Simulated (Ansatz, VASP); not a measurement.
**HgTe: VASP beside Ansatz**

The input INCAR:

```
SYSTEM = HgTe
ALGO     = Normal         ! electronic algorithm
EDIFF    = 1E-6           ! SCF threshold, eV
ENCUT    = 520            ! plane-wave cutoff, eV
GGA      = PE             ! functional
ISIF     = 2              ! what is computed and relaxed
ISMEAR   = -1             ! smearing method
LASPH    = .TRUE.         ! aspherical terms in the spheres
LCHARG   = .TRUE.         ! write CHGCAR
LELF     = .TRUE.         ! ELF
LREAL    = .FALSE.        ! projectors in reciprocal space
LVHAR    = .TRUE.       
LWAVE    = .FALSE.        ! write WAVECAR
NBANDS   = 26             ! bands
NELM     = 60             ! most SCF steps
PREC     = Accurate       ! precision mode
SIGMA    = 0.02           ! smearing width, eV
```

KPOINTS

```
k-points
0
G
  6 6 4
  0 0 0
```

The input POSCAR:

```
HgTe
1.0
    4.8195130806      0.0000000000      0.0000000000
   -2.4097565403      4.1738207616      0.0000000000
    0.0000000000      0.0000000000      7.1962066037
Hg Te
2 2
Direct
    0.3333333333      0.6666666667      0.2500000000
    0.6666666667      0.3333333333      0.7500000000
    0.6666666667      0.3333333333      0.2500000000
    0.3333333333      0.6666666667      0.7500000000
```

Input for Ansatz:

```yaml
crystal:
  lattice:
    - [4.8195130806, 0.0, 0.0]
    - [-2.4097565403, 4.1738207616, 0.0]
    - [0.0, 0.0, 7.1962066037]
  atoms:
    - { symbol: Hg, position: [0.3333333333, 0.6666666667, 0.25] }
    - { symbol: Hg, position: [0.6666666667, 0.3333333333, 0.75] }
    - { symbol: Te, position: [0.6666666667, 0.3333333333, 0.25] }
    - { symbol: Te, position: [0.3333333333, 0.6666666667, 0.75] }
kpoints:
  mp_grid: { grid: [6, 6, 4] }
  band_path:
    path:
      - [[0.0, 0.0, 0.0], [0.5, 0.0, 0.0], [0.333333333333, 0.333333333333, 0.0], [0.0, 0.0, 0.0], [0.0, 0.0, 0.5], [0.5, 0.0, 0.5], [0.333333333333, 0.333333333333, 0.5], [0.0, 0.0, 0.5]]
      - [[0.5, 0.0, 0.5], [0.5, 0.0, 0.0]]
      - [[0.333333333333, 0.333333333333, 0.5], [0.333333333333, 0.333333333333, 0.0]]
    npoints: 10
hamiltonian:
  xc: pbe
scf:
  occupations: { method: fermi_dirac, width: 0.02 }
  n_extra_bands: 5
output:
  forces: true
  stress: true
  eigenvalues: true
```

Alike in both runs: task single point; functional PBE; k mesh 6 × 6 × 4; occupations fermi-dirac, width 0.02 eV; no spin polarisation.

|  | VASP | Ansatz |
| --- | --- | --- |
| version | VASP 6.6.1 | Ansatz 0.2.0 |
| potentials or method | VASP PAW PBE potentials, release 64 (Hg, Te) | plane waves, PAW |
| plane-wave cutoff (eV) | 520 | 420 |
| valence electrons in the cell | 36 | 72 |

Ansatz gave:

- pressure (GPa): 1.3
- traceless stress, the component that is largest in VASP (GPa): -0.72

Task: What did VASP give for the same quantities?

Result: Pressure (GPa): 1.3; traceless stress, the component that is largest in VASP (GPa): -0.77.

VASP's potentials hold 36 valence electrons a cell and Ansatz's 72, so a difference there can come from the potentials and not from the codes.

Neither program's run includes spin-orbit coupling.
